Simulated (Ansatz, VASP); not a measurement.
Si in VASP and in Ansatz

INCAR

```
SYSTEM = Si
PREC = Accurate ; ENCUT = 520
EDIFF = 1E-6 ; ISMEAR = 0
SIGMA = 0.05 ; LREAL = .FALSE.
LASPH = .TRUE. ; NELM = 100
ALGO = Normal ; ISIF = 2
LWAVE = .FALSE. ; LCHARG = .FALSE.
GGA = CA ; NBANDS = 11
```

The input KPOINTS:

```
Automatic mesh
0
G
  12 12 12
  0 0 0
```

POSCAR

```
Si
1.0
    0.0000000000      2.7278069303      2.7953269038
    2.5792629886      0.0000000000      2.7953269038
    2.5792629886      2.7278069303      0.0000000000
Si
2
Direct
    0.5000000000      0.5000000000      0.5000000000
    0.7500000000      0.7500000000      0.7500000000
```

Input for Ansatz:

```yaml
crystal:
  lattice:
    - [0.0, 2.7278069303, 2.7953269038]
    - [2.5792629886, 0.0, 2.7953269038]
    - [2.5792629886, 2.7278069303, 0.0]
  atoms:
    - { symbol: Si, position: [0.5, 0.5, 0.5] }
    - { symbol: Si, position: [0.75, 0.75, 0.75] }
basis:
  ecutwfc: 420
kpoints:
  mp_grid: { grid: [12, 12, 12] }
hamiltonian:
  xc: lda
  pseudopotentials: { kind: paw, azcp: { folder: soft_1 } }
scf:
  occupations: { method: gaussian, width: 0.05 }
output:
  forces: true
  stress: true
  eigenvalues: true
```

Change from the starting cell: strain +e along x and -e along y -0.0275, strain +e along z and -e/2 along x and y +0.0350.

Alike in both runs: task single point; functional LDA; k mesh 12 × 12 × 12; occupations gaussian, width 0.05 eV; no spin polarisation.

|  | VASP | Ansatz |
| --- | --- | --- |
| version | VASP 6.6.1 | Ansatz 0.2.0 |
| potentials or method | VASP PAW LDA potentials, release 64 (Si), cutoff 520 eV | scalar-relativistic, plane waves, PAW |
| valence electrons in the cell | 8 | 8 |

```tsv
	VASP	Ansatz	Ansatz less VASP
gap on the k mesh at the Fermi level (eV)	none	none	-
pressure (GPa)	0.0	0.0	-0.06
traceless stress, the component that is largest in VASP (GPa)	3.84	3.84	+0.001
```

Ansatz warns that its potentials were made for another functional, while VASP's fit it. LDA's correlation is that of Perdew and Zunger in VASP and of Perdew and Wang (1992) in Ansatz. A gap of «none» marks a metal or a gap that the smearing closes.
